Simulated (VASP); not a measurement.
The system is MgO.

```
Mg O
1.0
     0.00000    2.10600    2.10600
     2.10600    0.00000    2.10600
     2.10600    2.10600    0.00000
Mg O
1 1
Cartesian
  0.0000 0.0000 0.0000
  2.1060 2.1060 2.1060
```

Base run:

```yaml
Program: VASP 6.6.1
Functional: PBE
Potentials_or_basis: VASP PAW PBE potentials, release 64 (Mg, O)
Cutoff: 600 eV
k_mesh: 8 × 8 × 8
Occupations: gaussian, width 0.03 eV
Spin: no spin polarisation
```

Its results: band gap on the k mesh 4.73 eV, direct; pressure 3.7 GPa.

Task: The run is repeated on the same cell with these changes: functional from PBE to r2SCAN; cutoff from 600 eV to 660 eV. What comes out?

Result: Band gap on the k mesh 5.61 eV, direct; pressure -2.3 GPa.

r2SCAN gives the wider gap, since meta-GGAs in the generalised Kohn-Sham scheme recover part of the derivative discontinuity.

Caveats: the PAW data sets were made with another functional, which shifts forces and pressure a little (some runs).

